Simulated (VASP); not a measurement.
# Sb (Pm-3m) in VASP: single point with LDA

Aim: the single point of Sb with LDA.

All numbers are computed with VASP 6.6.1; they aren't measurements. Logs are shortened: lines on timing, memory, paths and dates and some standing lists are left out, and cuts for length are marked.

**1. The cell of the first run**

Symmetry: Pm-3m, No. 221, cubic system. The conventional cell has a = 3.041 Å, b = 3.041 Å, c = 3.041 Å, α = 90.00°, β = 90.00°, γ = 90.00°. Within 4.0 Å of Sb (site symmetry m-3m) lie 6 Sb at 3.04 Å.

This isn't the form of Sb at room conditions, which is rhombohedral.

**2. Single point, LDA**

The input, INCAR:

```
PREC     = Accurate       # precision mode
ENCUT    = 500            # plane-wave cutoff, eV
EDIFF    = 1E-6           # SCF threshold, eV
ISMEAR   = 0              # smearing method
SIGMA    = 0.1            # smearing width, eV
LREAL    = False          # projectors in reciprocal space
LASPH    = True           # aspherical terms in the spheres
NELM     = 120            # most SCF steps
ALGO     = Normal         # electronic algorithm
ISIF     = 2              # what is computed and relaxed
LWAVE    = False          # write WAVECAR
LCHARG   = False          # write CHGCAR
NBANDS   = 8              # bands
GGA_COMPAT= False
```

The input, KPOINTS:

```
Automatic mesh
0
Gamma
  14 14 14
```

The input, POSCAR:

```
Sb
1.0
    3.0412397359      0.0000000000      0.0000000000
    0.0000000000      3.0412397359      0.0000000000
    0.0000000000      0.0000000000      3.0412397359
Sb
1
Direct
    0.0000000000      0.0000000000      0.0000000000
```

Potentials or basis: VASP PAW LDA potentials, release 64 (Sb).

The run is started by

```sh
> cat potpaw_LDA.64/Sb/POTCAR > POTCAR
> mpirun -np 1 vasp_std > vasp.out
```

OUTCAR:

```text
PREC = Accurate
   ENCUT = 500
   EDIFF = 1E-6
   ISMEAR = 0
   LREAL = False
   LASPH = True
   NELM = 120
   ISIF = 2

 ion  position               nearest neighbor table
   1  0.000  0.000  0.000-

  LATTYP: Found a simple cubic cell.
 ALAT       =     3.0412397359

  Lattice vectors:

 A1 = (   3.0412397359,   0.0000000000,   0.0000000000)
 A2 = (   0.0000000000,   3.0412397359,   0.0000000000)
 A3 = (   0.0000000000,   0.0000000000,   3.0412397359)

Analysis of symmetry for initial positions (statically):
=====================================================================
 Subroutine PRICEL returns:
 Original cell was already a primitive cell.

 Routine SETGRP: Setting up the symmetry group for a
 simple cubic supercell.

 Subroutine GETGRP returns: Found 48 space group operations
 (whereof 48 operations were pure point group operations)
 out of a pool of 48 trial point group operations.

The static configuration has the point symmetry O_h .

Analysis of symmetry for dynamics (positions and initial velocities):
=====================================================================
 Subroutine PRICEL returns:
 Original cell was already a primitive cell.

 Routine SETGRP: Setting up the symmetry group for a
 simple cubic supercell.

 Subroutine GETGRP returns: Found 48 space group operations
 (whereof 48 operations were pure point group operations)
 out of a pool of 48 trial point group operations.

The dynamic configuration has the point symmetry O_h .

 Subroutine INISYM returns: Found 48 space group operations
 (whereof 48 operations are pure point group operations),
 and found     1 'primitive' translations

----------------------------------------------------------------------------------------

                                     Primitive cell

  volume of cell :      28.1288

  direct lattice vectors                    reciprocal lattice vectors
     3.041239736  0.000000000  0.000000000     0.328813276  0.000000000  0.000000000
     0.000000000  3.041239736  0.000000000     0.000000000  0.328813276  0.000000000
     0.000000000  0.000000000  3.041239736     0.000000000  0.000000000  0.328813276

  length of vectors
     3.041239736  3.041239736  3.041239736     0.328813276  0.328813276  0.328813276

  position of ions in fractional coordinates (direct lattice)
     0.000000000  0.000000000  0.000000000

  ion indices of the primitive-cell ions
   primitive index   ion index
                 1           1

----------------------------------------------------------------------------------------

 KPOINTS: Automatic mesh

Automatic generation of k-mesh.
 Grid dimensions read from file:
 generate k-points for:   14   14   14

 Generating k-lattice:

  Cartesian coordinates                     Fractional coordinates (reciprocal lattice)
     0.023486663  0.000000000  0.000000000     0.071428571  0.000000000  0.000000000
     0.000000000  0.023486663  0.000000000     0.000000000  0.071428571  0.000000000
     0.000000000  0.000000000  0.023486663     0.000000000  0.000000000  0.071428571

  Length of vectors
     0.023486663  0.023486663  0.023486663

  Shift w.r.t. Gamma in fractional coordinates (k-lattice)
     0.000000000  0.000000000  0.000000000

 Subroutine IBZKPT returns following result:
 ===========================================

 Found    120 irreducible k-points:

 Following reciprocal coordinates:
            Coordinates               Weight
  0.000000  0.000000  0.000000      1.000000
  0.071429  0.000000  0.000000      6.000000
  0.142857  0.000000  0.000000      6.000000
  0.214286  0.000000  0.000000      6.000000
  0.285714  0.000000  0.000000      6.000000
  0.357143  0.000000  0.000000      6.000000
[... 16 lines left out ...]
  0.285714  0.214286  0.000000     24.000000
  0.357143  0.214286  0.000000     24.000000
 [... further k-points ...]
   k-points           NKPTS =    120   k-points in BZ     NKDIM =    120   number of bands    NBANDS=      8
   number of dos      NEDOS =    301   number of ions     NIONS =      1
   total plane-waves  NPLWV =  13824
   dimension x,y,z NGX =    24 NGY =   24 NGZ =   24
   dimension x,y,z NGXF=    48 NGYF=   48 NGZF=   48
   ions per type =               1
   NGX,Y,Z   is equivalent  to a cutoff of  13.12, 13.12, 13.12 a.u.
   NGXF,Y,Z  is equivalent  to a cutoff of  26.24, 26.24, 26.24 a.u.
 SYSTEM =  unknown system
   PREC   = accura    normal or accurate (medium, high low for compatibility)
   ISTART =      0    job   : 0-new  1-cont  2-samecut
   ICHARG =      2    charge: 1-file 2-atom 10-const
   ISPIN  =      1    spin polarized calculation?
   LNONCOLLINEAR =      F non collinear calculations
   LSORBIT =      F    spin-orbit coupling
   LASPH  =      T    aspherical Exc in radial PAW
   ENCUT  =  500.0 eV  36.75 Ry    6.06 a.u.   5.54  5.54  5.54*2*pi/ulx,y,z
   NELM   =    120;   NELMIN=  2; NELMDL= -5     # of ELM steps
   EDIFF  = 0.1E-05   stopping-criterion for ELM
   LREAL  =      F    real-space projection
   EDIFFG = 0.1E-04   stopping-criterion for IOM
   NSW    =      0    number of steps for IOM
   IBRION =     -1    ionic relax: 0-MD 1-quasi-New 2-CG
   NFREE  =      0    steps in history (QN), initial steepest desc. (CG)
   ISIF   =      2    stress and relaxation
   ISYM   =      2    0-nonsym 1-usesym 2-fastsym
   POTIM  = 0.5000    time-step for ionic-motion
   TEBEG  =    0.0;   TEEND  =   0.0 temperature during run
   PSTRESS=    0.0 pullay stress
   NELECT =       5.0000    total number of electrons
   NUPDOWN=      -1.0000    fix difference up-down
   EMIN   =  10.00;   EMAX   =-10.00  energy-range for DOS
   EFERMI =   0.00;   METHOD = LEGACY
   ISMEAR =     0;   SIGMA  =   0.10  broadening in eV -4-tet -1-fermi 0-gaus
   EFERMI_NEDOS =   21; number of points for ismear=-14 and -15
   IALGO  =     38    algorithm
   IMIX   =      4    mixing-type and parameters
     AMIX     =   0.40;   BMIX     =  1.00
     AMIX_MAG =   1.60;   BMIX_MAG =  1.00
  volume/ion in A,a.u.               =      28.13       189.82
  Fermi-wavevector in a.u.,A,eV,Ry     =   0.920480  1.739454 11.527981  0.847283
  Thomas-Fermi vector in A             =   2.045790
   LORBIT       =      0    0 simple, 1 ext, 2 COOP (PROOUT), +10 PAW based schemes
   GGA     = CA    functional components
   LHFCALC =     F    Hartree Fock is set to
   AEXX    =    0.0000 exact exchange contribution
   IVDW    =     0    specifies the selected vdW correction
   LEPSILON=     F    determine dielectric tensor
   LRPA    =     F    only Hartree local field effects (RPA)
 non-spin polarized calculation
 Gauss-broadening in eV      SIGMA  =   0.10
  energy-cutoff  :      500.00
  volume of cell :       28.13
 maximum number of plane-waves:       739
 NGX is ok and might be reduce to    24
   NGX = 11   NGY = 11   NGZ = 11

 number of electron       4.9999999 magnetization

 Free energy of the ion-electron system (eV)
  ---------------------------------------------------
  ext. energy  EPLUGINS =         0.00000000
  ---------------------------------------------------
  free energy    TOTEN  =        -4.79480158 eV

  energy without entropy =       -4.79111904  energy(sigma->0) =       -4.79296031

 E-fermi :   7.7078     XC(G=0): -10.0473

 val. band max:        7.6946237366   @ k =   0.2143   0.2143   0.1429
 cond. band min:       7.7480551053   @ k =   0.5000   0.2857   0.2143
 fundamental gap:      0.0534313688
 Fermi energy:         7.7078198400

 k-point     1 :       0.0000    0.0000    0.0000
  band No.  band energies     occupation
      1      -5.1042      2.00000
      2      11.1403      0.00000
      3      11.1403      0.00000
      4      11.1403      0.00000
      5      14.7143      0.00000
      6      14.7143      0.00000
      7      16.3236      0.00000
      8      24.5525      0.00000

 k-point     2 :       0.0714    0.0000    0.0000
  band No.  band energies     occupation
      1      -5.0257      2.00000
      2      10.1432      0.00000
      3      11.2187      0.00000
      4      11.2187      0.00000
      5      14.7726      0.00000
      6      15.3328      0.00000
      7      16.8482      0.00000
      8      24.1150      0.00000

 k-point     3 :       0.1429    0.0000    0.0000
  band No.  band energies     occupation
      1      -4.7923      2.00000
      2       8.3508      0.00000
      3      11.4483      0.00000
      4      11.4483      0.00000
      5      14.9464      0.00000
      6      15.8468      0.00000
      7      18.5488      0.00000
      8      23.1741      0.00000

 k-point     4 :       0.2143    0.0000    0.0000
  band No.  band energies     occupation
      1      -4.4107      2.00000
      2       6.5125      2.00000
      3      11.8106      0.00000
      4      11.8106      0.00000
      5      15.2325      0.00000
      6      16.2427      0.00000
      7      20.6127      0.00000
      8      22.0909      0.00000

 k-point     5 :       0.2857    0.0000    0.0000
  band No.  band energies     occupation
      1      -3.8985      2.00000
      2       4.8058      2.00000
      3      12.2688      0.00000
      4      12.2688      0.00000
      5      15.6213      0.00000
      6      16.7205      0.00000
      7      21.0191      0.00000
      8      21.0191      0.00000
[... 177 lines left out ...]
 k-point    22 :       0.2143    0.2143    0.0000
  band No.  band energies     occupation
      1      -3.7161      2.00000
      2       6.9570      2.00000
      3       7.4185      1.99996
      4      12.4861      0.00000
      5      16.1705      0.00000
      6      17.6599      0.00000
      7      20.4468      0.00000
      8      21.7372      0.00000

 k-point    23 :       0.2857    0.2143    0.0000
  band No.  band energies     occupation
      1      -3.2025      2.00000
      2       5.4507      2.00000
      3       7.6943      1.15109
      4      12.9485      0.00000
      5      15.9098      0.00000
      6      16.9671      0.00000
      7      21.1245      0.00000
      8      21.4559      0.00000

 k-point    24 :       0.3571    0.2143    0.0000
  band No.  band energies     occupation
      1      -2.6019      2.00000
      2       3.9832      2.00000
      3       8.2154      0.00000
      4      13.4415      0.00000
      5      14.8342      0.00000
      6      17.3713      0.00000
      7      20.5336      0.00000
      8      20.8746      0.00000

 [... further k-points ...]
[... 5 lines left out ...]
  --------------------------------------------------------------------------------------
  -------------------------------------------------------------------------------------
  Total        0.0414146      0.0414146      0.0414146     -0.0000000     -0.0000000      0.0000000
  in kB        2.3589136      2.3589136      2.3589136     -0.0000000     -0.0000000      0.0000000
  external PRESSURE =       2.3589136 kB  Pullay stress =       0.0000000 kB

 VOLUME and BASIS-vectors are now :
 -----------------------------------------------------------------------------
  energy-cutoff  :      500.00
  volume of cell :       28.13
      direct lattice vectors                 reciprocal lattice vectors
     3.041239736  0.000000000  0.000000000     0.328813276  0.000000000  0.000000000
     0.000000000  3.041239736  0.000000000     0.000000000  0.328813276  0.000000000
     0.000000000  0.000000000  3.041239736     0.000000000  0.000000000  0.328813276

 POSITION                                       TOTAL-FORCE (eV/Angst)
 -----------------------------------------------------------------------------------
      0.00000      0.00000      0.00000         0.000000      0.000000      0.000000
 -----------------------------------------------------------------------------------
    total drift:                               -0.000000      0.000000      0.000000

  FREE ENERGIE OF THE ION-ELECTRON SYSTEM (eV)
  ---------------------------------------------------
  free  energy   TOTEN  =        -4.7948015760 eV

  energy  without entropy=       -4.7911190414  energy(sigma->0) =       -4.79296031
```

Run time: 18 s. Hardware: 1 thread of Intel Xeon 8259CL, shared host; peak memory 0.14 GiB.

What came out:

```yaml
Free_energy: -4.7948 eV
Pressure: 0.2 GPa
Band_gap_on_the_k_mesh: zero (an odd number of electrons rules out a gap without spin polarisation)
```

Caveat: spin-orbit coupling is left out, which moves the levels of the heavy elements; an odd number of electrons without spin polarisation forces a metal; a magnetic or distorted state may lie lower.

The gap in the log of VASP goes by the Fermi energy; the results here count the filled bands.